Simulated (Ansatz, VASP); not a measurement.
Sn2PW3: VASP beside Ansatz

```
Sn P W
1.0
     5.46183    0.00000    0.00000
    -2.73092    4.73009    0.00000
     0.00000    0.00000    4.71248
Sn P W
2 1 3
Cartesian
  2.7309 1.5767 0.0000
  0.0000 3.1534 0.0000
  0.0000 0.0000 0.0000
  1.3655 2.3650 2.3562
  2.7309 0.0000 2.3562
  -1.3655 2.3650 2.3562
```

Change from the starting cell: species swapped into the LaNi2Rh3 type (P6/mmm, No. 191).

Alike in both runs: functional PBE; k mesh 12 × 12 × 8; occupations gaussian, width 0.1 eV; no spin polarisation.

Ansatz relaxed the structure, and its values are those at the end. VASP's run is a single point on that final structure, the one shown.

|  | VASP | Ansatz |
| --- | --- | --- |
| version | VASP 6.6.1 | Ansatz 0.2.0 |
| potentials or method | VASP PAW PBE potentials, release 64 (Sn_d, P, W_sv), cutoff 520 eV | scalar-relativistic, plane waves, PAW |
| valence electrons in the cell | 75 | 75 |

VASP gave:

| Item | Value |
| --- | --- |
| gap on the k mesh at the Fermi level (eV) | none |
| pressure (GPa) | 0.2 |

Task: Which values does Ansatz return?

Result: gap on the k mesh at the Fermi level (eV): none; pressure (GPa): 0.0.

A gap of «none» marks a metal or a gap that the smearing closes. The functional is the same, so the differences come from potentials, cutoffs and numerics.

Neither program's run includes spin-orbit coupling.
